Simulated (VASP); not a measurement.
# BN (Imm2) in VASP: notebook

Runs on BN. Level: PBE. Tasks: single point.

All numbers are computed with VASP 6.6.1; they aren't measurements. Logs are shortened: lines on timing, memory, paths and dates and some standing lists are left out, and cuts for length are marked.

### Step 1. The cell of the first run

It takes space group Imm2 (No. 44, orthorhombic). Conventional cell: a = 2.515 Å, b = 2.611 Å, c = 3.625 Å, α = 90.00°, β = 90.00°, γ = 90.00°. Within 2.1 Å of B (site symmetry mm2) lie 4 N at 1.55 to 1.59 Å. Within 2.1 Å of N (site symmetry mm2) lie 4 B at 1.55 to 1.59 Å.

### Step 2. Single point, PBE (strain +0.0375 x Voigt [0, 0, 0, 0, 0, 1])

INCAR

```
PREC = Accurate
ENCUT = 520
EDIFF = 1E-7
ISMEAR = 0
SIGMA = 0.05
LREAL = False
LASPH = True
NELM = 60
ALGO = Normal
ISIF = 2
LWAVE = False
LCHARG = True
GGA = PE
LELF = True
LVHAR = True
NBANDS = 11
```

KPOINTS

```
regular mesh
0
Gamma
  12 12 12
```

POSCAR

```
BN
1.0
    0.0339815346      1.8123485119      1.8123485119
    1.8123485119      0.0339815346      1.8123485119
    1.8463300465      1.8463300465      0.0000000000
B N
1 1
Direct
    0.0000000000      0.0000000000      0.0000000000
    0.7500000000      0.7500000000      0.7500000000
```

Potentials or basis: VASP PAW PBE potentials, release 64 (B, N).

Launch:

```console
$ cat potpaw_PBE.64/B/POTCAR potpaw_PBE.64/N/POTCAR > POTCAR
$ mpirun -np 1 vasp_std > vasp.out
```

OUTCAR:

```text
PREC = Accurate
   ENCUT = 520
   EDIFF = 1E-7
   ISMEAR = 0
   LREAL = False
   LASPH = True
   NELM = 60
   ISIF = 2
   GGA = PE

 ion  position               nearest neighbor table
   1  0.000  0.000  0.000-   2 1.55   2 1.55   2 1.59   2 1.59
   2  0.750  0.750  0.750-   1 1.55   1 1.55   1 1.59   1 1.59

  LATTYP: Found a body centered orthorhombic cell.
 ALAT       =     2.5149906982
 B/A-ratio  =     1.0382165605
 C/A-ratio  =     1.4412367515

  Lattice vectors:

 A1 = (   1.8123485119,   0.0339815346,  -1.8123485119)
 A2 = (  -1.8123485119,  -0.0339815346,  -1.8123485119)
 A3 = (   0.0339815346,   1.8123485119,   1.8123485119)

Analysis of symmetry for initial positions (statically):
=====================================================================
 Subroutine PRICEL returns:
 Original cell was already a primitive cell.

 Routine SETGRP: Setting up the symmetry group for a
 body centered orthorhombic supercell.

 Subroutine GETGRP returns: Found  4 space group operations
 (whereof  4 operations were pure point group operations)
 out of a pool of  8 trial point group operations.

The static configuration has the point symmetry C_2v.

Analysis of symmetry for dynamics (positions and initial velocities):
=====================================================================
 Subroutine PRICEL returns:
 Original cell was already a primitive cell.

 Routine SETGRP: Setting up the symmetry group for a
 body centered orthorhombic supercell.

 Subroutine GETGRP returns: Found  4 space group operations
 (whereof  4 operations were pure point group operations)
 out of a pool of  8 trial point group operations.

The dynamic configuration has the point symmetry C_2v.

 Subroutine INISYM returns: Found  4 space group operations
 (whereof  4 operations are pure point group operations),
 and found     1 'primitive' translations

----------------------------------------------------------------------------------------

                                     Primitive cell

  volume of cell :      11.9015

  direct lattice vectors                    reciprocal lattice vectors
     0.033981535  1.812348512  1.812348512    -0.281156818  0.281156818  0.275885127
     1.812348512  0.033981535  1.812348512     0.281156818 -0.281156818  0.275885127
     1.846330047  1.846330047  0.000000000     0.270807487  0.270807487 -0.275885127

  length of vectors
[... 89 lines left out ...]
   ISYM   =      2    0-nonsym 1-usesym 2-fastsym
   POTIM  = 0.5000    time-step for ionic-motion
   TEBEG  =    0.0;   TEEND  =   0.0 temperature during run
   PSTRESS=    0.0 pullay stress
   NELECT =       8.0000    total number of electrons
   NUPDOWN=      -1.0000    fix difference up-down
   EMIN   =  10.00;   EMAX   =-10.00  energy-range for DOS
   EFERMI =   0.00;   METHOD = LEGACY
   ISMEAR =     0;   SIGMA  =   0.05  broadening in eV -4-tet -1-fermi 0-gaus
   EFERMI_NEDOS =   21; number of points for ismear=-14 and -15
   IALGO  =     38    algorithm
   IMIX   =      4    mixing-type and parameters
     AMIX     =   0.40;   BMIX     =  1.00
     AMIX_MAG =   1.60;   BMIX_MAG =  1.00
  volume/ion in A,a.u.               =       5.95        40.16
  Fermi-wavevector in a.u.,A,eV,Ry     =   1.434071  2.710001 27.981196  2.056560
  Thomas-Fermi vector in A             =   2.553520
   LORBIT       =      0    0 simple, 1 ext, 2 COOP (PROOUT), +10 PAW based schemes
   GGA     = PE    functional components
   LHFCALC =     F    Hartree Fock is set to
   AEXX    =    0.0000 exact exchange contribution
   IVDW    =     0    specifies the selected vdW correction
   LEPSILON=     F    determine dielectric tensor
   LRPA    =     F    only Hartree local field effects (RPA)
 non-spin polarized calculation
 Gauss-broadening in eV      SIGMA  =   0.05
  energy-cutoff  :      520.00
  volume of cell :       11.90
 maximum number of plane-waves:       331
   NGX =  9   NGY =  9   NGZ =  9

 number of electron       7.9999999 magnetization

 Free energy of the ion-electron system (eV)
  ---------------------------------------------------
  ext. energy  EPLUGINS =         0.00000000
  ---------------------------------------------------
  free energy    TOTEN  =       -17.42767232 eV

  energy without entropy =      -17.42767232  energy(sigma->0) =      -17.42767232

 E-fermi :   7.5979     XC(G=0): -12.7837

 val. band max:        7.3846945194   @ k =   0.0000   0.0000   0.0000
 cond. band min:      11.6768730039   @ k =   0.5000   0.5000   0.0000
 fundamental gap:      4.2921784845
 Fermi energy:         7.5979047410

 k-point     1 :       0.0000    0.0000    0.0000
  band No.  band energies     occupation
      1     -12.8387      2.00000
      2       7.2412      2.00000
      3       7.2919      2.00000
      4       7.3847      2.00000
      5      15.6023      0.00000
      6      15.7711      0.00000
      7      16.6012      0.00000
      8      17.8721      0.00000
      9      31.9140      0.00000
     10      34.9788      0.00000
     11      35.0234      0.00000
[... 309 lines left out ...]
 k-point    24 :      -0.4167    0.1667    0.0000
  band No.  band energies     occupation
      1      -8.1301      2.00000
      2      -2.5920      2.00000
      3       3.1330      2.00000
      4       4.6045      2.00000
      5      16.2208      0.00000
      6      19.1698      0.00000
      7      19.2816      0.00000
      8      23.1844      0.00000
      9      28.5381      0.00000
     10      32.0830      0.00000
     11      34.0350      0.00000

 [... further k-points ...]

------------------------ aborting loop because EDIFF is reached ----------------------------------------

  FORCE on cell =-STRESS in cart. coord.  units (eV):
  Direction    XX          YY          ZZ          XY          YZ          ZX
  --------------------------------------------------------------------------------------
  -------------------------------------------------------------------------------------
  Total        0.0819109      0.0819109      0.0316019     -1.2438941      0.0000000      0.0000000
  in kB       11.0268093     11.0268093      4.2542358   -167.4524635      0.0000000      0.0000000
  external PRESSURE =       8.7692848 kB  Pullay stress =       0.0000000 kB

 VOLUME and BASIS-vectors are now :
 -----------------------------------------------------------------------------
  energy-cutoff  :      520.00
  volume of cell :       11.90
      direct lattice vectors                 reciprocal lattice vectors
     0.033981535  1.812348512  1.812348512    -0.281156818  0.281156818  0.275885127
     1.812348512  0.033981535  1.812348512     0.281156818 -0.281156818  0.275885127
     1.846330047  1.846330047  0.000000000     0.270807487  0.270807487 -0.275885127

 POSITION                                       TOTAL-FORCE (eV/Angst)
 -----------------------------------------------------------------------------------
      0.00000      0.00000      0.00000         0.000000      0.000000     -0.057312
      2.76950      2.76950      2.71852         0.000000      0.000000      0.057312
 -----------------------------------------------------------------------------------
    total drift:                               -0.000000     -0.000000      0.000010

  FREE ENERGIE OF THE ION-ELECTRON SYSTEM (eV)
  ---------------------------------------------------
  free  energy   TOTEN  =       -17.4276723206 eV

  energy  without entropy=      -17.4276723206  energy(sigma->0) =      -17.42767232
```

stdout:

```text
POSCAR found type information on POSCAR B N
 POSCAR found :  2 types and       2 ions
 scaLAPACK will be used
 LDA part: xc-table for (Slater+PW92), standard interpolation
 POSCAR, INCAR and KPOINTS ok, starting setup
 FFT: planning ... GRIDC
 FFT: planning ... GRID_SOFT
 FFT: planning ... GRID
 WAVECAR not read
 entering main loop
```

It took 44 s on 1 thread of Intel Xeon 8259CL, shared host; peak memory 0.15 GiB.

What came out:

* Free energy: -17.4277 eV
* Pressure: 0.9 GPa
* Largest force: 0.057 eV/Å
* Band gap on the k mesh: 4.29 eV (least direct gap 8.22 eV)

Forces in eV/Å, atoms in the order of the input:
```
B    0.000  0.000 -0.057
N    0.000  0.000  0.057
```

Stress tensor (GPa, compression positive):
```
  1.10 -16.75   0.00
-16.75   1.10   0.00
  0.00   0.00   0.43
```

Caveat: the cell differs from its parent crystal (strain +0.0375 x Voigt [0, 0, 0, 0, 0, 1]).

### Step 3. Single point, PBE (strain +0.0225 x Voigt [0, 0, 0, 0, 0, 1])

INCAR

```
SYSTEM = BN
  PREC = Accurate
  ENCUT = 520
  EDIFF = 1E-7
  ISMEAR = 0
  SIGMA = 0.05
  LREAL = .False.
  LASPH = .True.
  NELM = 100
  ALGO = Normal
  ISIF = 2
  LWAVE = .False.
  LCHARG = .False.
  GGA = PE
  NBANDS = 11
```

KPOINTS

```
Automatic mesh
0
Gamma
  12 12 12
  0 0 0
```

POSCAR

```
BN
1.0
    0.0203889208      1.8123485119      1.8123485119
    1.8123485119      0.0203889208      1.8123485119
    1.8327374327      1.8327374327      0.0000000000
B N
1 1
Direct
    0.0000000000      0.0000000000      0.0000000000
    0.7500000000      0.7500000000      0.7500000000
```

Potentials or basis: VASP PAW PBE potentials, release 64 (B, N).

Launch:

```console
$ cat potpaw_PBE.64/B/POTCAR potpaw_PBE.64/N/POTCAR > POTCAR
$ mpirun -np 1 vasp_std > vasp.out
```

It took 55 s on 1 thread of Intel Xeon 8259CL, shared host; peak memory 0.15 GiB.

The run converged. Its results:

```
Free energy            : -17.4426 eV
Pressure               : 0.5 GPa
Largest force          : 0.034 eV/Å
Band gap on the k mesh : 4.38 eV (least direct gap 8.44 eV)
```

Forces in eV/Å, atoms in the order of the input:
```
B    0.000  0.000 -0.034
N    0.000  0.000  0.034
```

Stress tensor (GPa, compression positive):
```
  0.55 -10.04   0.00
-10.04   0.55   0.00
  0.00   0.00   0.30
```

Levels at points of the mesh, in eV from the valence-band top:
```tsv
k point	band 1	band 2	band 3	band 4	band 5	band 6	band 7	band 8	band 9
(0.00, 0.00, 0.00)	-20.19	-0.09	-0.05	0.00	8.44	8.61	9.04	10.31	24.56
(0.50, 0.00, 0.00)	-15.91	-10.63	-2.07	-2.04	9.75	10.38	10.74	15.16	23.23
(0.50, 0.50, 0.00)	-14.66	-8.91	-5.11	-4.70	4.38	9.19	17.73	17.78	20.60
(0.00, 0.00, 0.50)	-16.10	-10.69	-1.89	-1.87	10.10	10.64	10.87	15.10	23.34
(0.50, 0.00, 0.50)	-14.65	-8.91	-4.91	-4.91	4.41	9.14	17.70	17.74	20.66
```

Caveat: the cell differs from its parent crystal (strain +0.0225 x Voigt [0, 0, 0, 0, 0, 1]).

### Step 4. Single point, PBE (strain +0.0075 x Voigt [0, 0, 0, 0, 0, 1])

INCAR

```
SYSTEM = BN
  ALGO = Normal
  EDIFF = 1E-6
  ENCUT = 520
  GGA = PE
  ISIF = 2
  ISMEAR = 0
  LASPH = .TRUE.
  LCHARG = .TRUE.
  LELF = .TRUE.
  LREAL = .FALSE.
  LVHAR = .TRUE.
  LWAVE = .FALSE.
  NBANDS = 11
  NELM = 60
  PREC = Accurate
  SIGMA = 0.05
```

KPOINTS

```
k-points
0
G
  12 12 12
  0 0 0
```

POSCAR

```
BN
1.0
    0.0067963069      1.8123485119      1.8123485119
    1.8123485119      0.0067963069      1.8123485119
    1.8191448188      1.8191448188      0.0000000000
B N
1 1
Direct
    0.0000000000      0.0000000000      0.0000000000
    0.7500000000      0.7500000000      0.7500000000
```

Launch:

```console
$ cat potpaw_PBE.64/B/POTCAR potpaw_PBE.64/N/POTCAR > POTCAR
$ mpirun -np 1 vasp_std > vasp.out
```

It took 52 s on 1 thread of Intel Xeon 8259CL, shared host; peak memory 0.15 GiB.

It converged, with:

| Item | Value |
| --- | --- |
| Free energy | -17.4501 eV |
| Pressure | 0.3 GPa |
| Largest force | 0.011 eV/Å |
| Band gap on the k mesh | 4.43 eV (least direct gap 8.67 eV) |

Forces in eV/Å, atoms in the order of the input:
```
B    0.000  0.000 -0.011
N    0.000  0.000  0.011
```

Stress tensor (GPa, compression positive):
```
 0.28 -3.34  0.00
-3.34  0.28  0.00
 0.00  0.00  0.25
```

Levels at points of the mesh, in eV from the valence-band top:
```tsv
k point	band 1	band 2	band 3	band 4	band 5	band 6	band 7	band 8	band 9
(0.00, 0.00, 0.00)	-20.15	-0.03	-0.02	0.00	8.67	8.75	8.87	10.22	24.59
(0.50, 0.00, 0.00)	-15.94	-10.62	-1.97	-1.96	9.95	10.57	10.68	15.17	23.31
(0.50, 0.50, 0.00)	-14.62	-8.88	-4.95	-4.81	4.43	9.18	17.77	17.79	20.63
(0.00, 0.00, 0.50)	-16.01	-10.64	-1.92	-1.91	10.08	10.63	10.73	15.15	23.35
(0.50, 0.00, 0.50)	-14.62	-8.88	-4.88	-4.88	4.44	9.17	17.77	17.78	20.64
```

Caveat: the cell differs from its parent crystal (strain +0.0075 x Voigt [0, 0, 0, 0, 0, 1]). A k mesh can miss the band edges.

### Step 5. Summary

| cell | gap on the mesh (eV) | pressure (GPa) | largest force (eV/Å) |
| --- | --- | --- | --- |
| a = 2.563, b = 2.563, c = 2.611 Å, angles 59.4, 59.4, 58.8°, 2 atoms | 4.29 | 0.9 | 0.06 |
| a = 2.563, b = 2.563, c = 2.592 Å, angles 59.6, 59.6, 59.3°, 2 atoms | 4.38 | 0.5 | 0.03 |
| a = 2.563, b = 2.563, c = 2.573 Å, angles 59.9, 59.9, 59.8°, 2 atoms | 4.43 | 0.3 | 0.01 |

Alike in all rows: task single point; level PBE; potentials or basis VASP PAW PBE potentials, release 64 (B, N); no spin polarisation; k mesh 12 × 12 × 12; cutoff (eV) 520; smearing gaussian 0.05 eV.

Absolute energies hang on the potentials; compare differences alone.
